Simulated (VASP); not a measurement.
# Li2Se (Fm-3m) in VASP: notebook, part 3 of 3

VASP 6.6.1. Earlier steps stand in the parts before.

**5. Vibrations by perturbation theory, PBEsol**

This run uses another cell than the first one, of 15.93 Å³/atom.

INCAR

```
PREC     = Accurate       # precision mode
ENCUT    = 750            # plane-wave cutoff, eV
EDIFF    = 1E-8           # SCF threshold, eV
ISMEAR   = 0              # smearing method
SIGMA    = 0.01           # smearing width, eV
LREAL    = False          # projectors in reciprocal space
LASPH    = True           # aspherical terms in the spheres
NELM     = 120            # most SCF steps
ALGO     = Normal         # electronic algorithm
ISIF     = 2              # what is computed and relaxed
LWAVE    = False          # write WAVECAR
LCHARG   = False          # write CHGCAR
GGA      = PS             # functional
IBRION   = 8              # ionic algorithm
NSW      = 1              # ionic steps
GGA_COMPAT= False
```

KPOINTS

```
Automatic mesh
0
Gamma
  8 8 8
```

POSCAR

```
Li2Se
1.0
    2.8804653005      2.8804653005      0.0000000000
   -2.8804653005      2.8804653005      0.0000000000
    0.0000000000      2.8804653005      2.8804653005
Li Se
2 1
Direct
    0.2500000000      0.7500000000      0.5000000000
    0.7500000000      0.2500000000      0.5000000000
    0.0000000000      0.0000000000      0.0000000000
```

Potentials or basis: VASP PAW PBE potentials, release 64 (Li_sv, Se).

The run is started by

```
$ cat potpaw_PBE.64/Li_sv/POTCAR potpaw_PBE.64/Se/POTCAR > POTCAR
$ mpirun -np 1 vasp_std > vasp.out
```

OUTCAR:

```text
PREC = Accurate
   ENCUT = 750
   EDIFF = 1E-8
   ISMEAR = 0
   LREAL = False
   LASPH = True
   NELM = 120
   ISIF = 2
   GGA = PS
   IBRION = 8
   NSW = 1

 ion  position               nearest neighbor table
   1  0.250  0.750  0.500-   3 2.49   3 2.49   3 2.49   3 2.49
   2  0.750  0.250  0.500-   3 2.49   3 2.49   3 2.49   3 2.49
   3  0.000  0.000  0.000-   1 2.49   2 2.49   1 2.49   2 2.49   2 2.49   1 2.49   2 2.49   1 2.49

  LATTYP: Found a face centered cubic cell.
 ALAT       =     5.7609306010

  Lattice vectors:

 A1 = (   0.0000000000,   2.8804653005,   2.8804653005)
 A2 = (   2.8804653005,   0.0000000000,   2.8804653005)
 A3 = (   2.8804653005,   2.8804653005,   0.0000000000)

Analysis of symmetry for initial positions (statically):
[... 552 lines left out ...]
  --------------------------------------------------------------------------------
  x     0.00000     0.00000     0.00000     0.00000     0.00000     0.00000
  y     0.00000     0.00000     0.00000     0.00000     0.00000     0.00000
  z     0.00000     0.00000     0.00000     0.00000     0.00000     0.00000

 SECOND DERIVATIVES (NOT SYMMETRIZED)
 ------------------------------------
               1X          1Y          1Z          2X          2Y          2Z          3X          3Y          3Z
  1X    -3.336829    0.000000    0.000000    0.908012    0.000000    0.000000    2.428817    0.000000   -0.000000
  1Y     0.000000   -3.336829    0.000000    0.000000    0.908012    0.000000   -0.000000    2.428817    0.000000
  1Z     0.000000    0.000000   -3.336829    0.000000    0.000000    0.908012    0.000000    0.000000    2.428817
  2X     0.908012    0.000000    0.000000   -3.336829    0.000000    0.000000    2.428817    0.000000   -0.000000
  2Y     0.000000    0.908012    0.000000    0.000000   -3.336829    0.000000   -0.000000    2.428817    0.000000
  2Z     0.000000    0.000000    0.908012    0.000000    0.000000   -3.336829    0.000000    0.000000    2.428817
  3X     2.487841   -0.000000    0.000000    2.487841   -0.000000    0.000000   -4.975683    0.000000    0.000000
  3Y     0.000000    2.487841   -0.000000    0.000000    2.487841   -0.000000    0.000000   -4.975683    0.000000
  3Z     0.000000   -0.000000    2.487841    0.000000   -0.000000    2.487841    0.000000    0.000000   -4.975683

 Eigenvectors and eigenvalues of the dynamical matrix
 ----------------------------------------------------

   1 f  =   12.165290 THz    76.436769 2PiTHz  405.790381 cm-1    50.311572 meV
             X         Y         Z           dx          dy          dz
     -1.440233  4.320698  1.440233     0.125884   -0.683517   -0.130220
      1.440233  4.320698  1.440233    -0.125884    0.683517    0.130220
      0.000000  0.000000  0.000000     0.000000   -0.000000    0.000000
[... 43 lines left out ...]
   9 f/i=    0.043338 THz     0.272304 2PiTHz    1.445616 cm-1     0.179233 meV
             X         Y         Z           dx          dy          dz
     -1.440233  4.320698  1.440233     0.050789   -0.230547   -0.145664
      1.440233  4.320698  1.440233     0.050789   -0.230547   -0.145664
      0.000000  0.000000  0.000000     0.168416   -0.764483   -0.483015

--------------------------------------------------------------------------------------------------------

 ELASTIC MODULI CONTR FROM IONIC RELAXATION (kBar)
 Direction    XX          YY          ZZ          XY          YZ          ZX
 --------------------------------------------------------------------------------
 XX          -0.0000     -0.0000     -0.0000      0.0000      0.0000      0.0000
 YY          -0.0000     -0.0000     -0.0000      0.0000      0.0000      0.0000
 ZZ          -0.0000     -0.0000     -0.0000      0.0000      0.0000      0.0000
 XY           0.0000      0.0000      0.0000   -125.2662     -0.0000      0.0000
 YZ           0.0000      0.0000      0.0000     -0.0000   -125.2662     -0.0000
 ZX           0.0000      0.0000      0.0000      0.0000     -0.0000   -125.2662
 --------------------------------------------------------------------------------
```

stdout:

```text
POSCAR found type information on POSCAR LiSe
 POSCAR found :  2 types and       3 ions
 scaLAPACK will be used
 -----------------------------------------------------------------------------
|                                                                             |
|                                                                             |
|     You enforced a specific xc type in the INCAR file but a different       |
|     I HOPE YOU KNOW WHAT YOU ARE DOING!                                     |
|                                                                             |
 -----------------------------------------------------------------------------

 LDA part: xc-table for (Slater+PW92), standard interpolation
 POSCAR, INCAR and KPOINTS ok, starting setup
 FFT: planning ... GRIDC
 FFT: planning ... GRID_SOFT
 FFT: planning ... GRID
 WAVECAR not read
 entering main loop
 Linear response reoptimize wavefunctions to high precision
 Linear response DOF=           2
 Linear response progress:
 first order change of Fermi-energy  -0.29760E-04
 force on displaced ion       1 direction 1 :  -3.337   0.000   0.000
 Linear response progress:
 first order change of Fermi-energy  -0.21536E-03
 force on displaced ion       3 direction 1 :  -4.976  -0.000   0.000
 Linear response finished
```

Run time: 3.5 min. Hardware: 1 thread of Intel Xeon Platinum 8259CL at 2.50GHz (Skylake/Cascade Lake), shared host; peak memory 0.36 GiB.

Results:

| Quantity | Value |
| --- | --- |
| Highest phonon frequency at Γ, LO-TO splitting left out | 406 cm⁻¹ |

Phonon frequencies in cm⁻¹ (negative: imaginary):
```tsv
q point	frequencies
(0.000, 0.000, 0.000)	-1 -1 -1 334 334 334 406 406 406
```

Caveat: the cell stands under pressure or tension, which shifts response properties; the PAW data sets were made with another functional, which shifts forces and pressure a little.
